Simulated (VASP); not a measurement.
Write the native input for VASP 6.6.1 that does the following.

| Property | Result |
| --- | --- |
| Task | single point |
| Functional | PBEsol |
| Potentials or basis | VASP PAW PBE potentials, release 64 (Zn) |
| Cutoff | 520 eV |
| k mesh | 13 × 13 × 9 |
| Occupations | fermi-dirac, width 0.1 eV |
| Spin | no spin polarisation |
| Dipole correction | no |
| Further INCAR settings | ALGO = Normal; EDIFF = 1e-06; NBANDS = 19; ISYM = 0 |

The structure of Zn lies in POSCAR:

```
Zn
1.0
   -1.9281598343      1.6133913000      1.2990936386
    1.6133913000     -1.9281598343      1.2990936386
    3.2902574219      3.2902574219     -1.8755927856
Zn
2
Direct
    0.9511457789      0.0488542211      1.0000000000
    0.7988542211      0.2011457789      0.5000000000
```

The input as run:

INCAR

```
ALGO = Normal
EDIFF = 1E-6
ENCUT = 520
GGA = PS
ISIF = 2
ISMEAR = -1
ISYM = 0
LASPH = True
LCHARG = True
LELF = True
LREAL = False
LVHAR = True
LWAVE = False
NBANDS = 19
NELM = 80
PREC = Accurate
SIGMA = 0.1
```

KPOINTS

```
k-points
0
Gamma
  13 13 9
```

Potentials or basis: VASP PAW PBE potentials, release 64 (Zn).

The run is started by

```bash
$ cat potpaw_PBE.64/Zn/POTCAR > POTCAR
$ mpirun -np 1 vasp_std > vasp.out
```

It gave:

```yaml
Pressure: 0.5 GPa
Largest_force: 0.003 eV/Å
Band_gap_on_the_k_mesh: zero (band 12 reaches 5.18 eV, above the bottom of band 13 at 2.54 eV)
```

Caveat: the PAW data sets were made with another functional, which shifts forces and pressure a little.

Run time: 5.7 min on 1 thread of Intel(R) Xeon(R) Platinum 8375C CPU @ 2.90GHz (Ice Lake), on a shared host, peak memory 0.42 GiB.
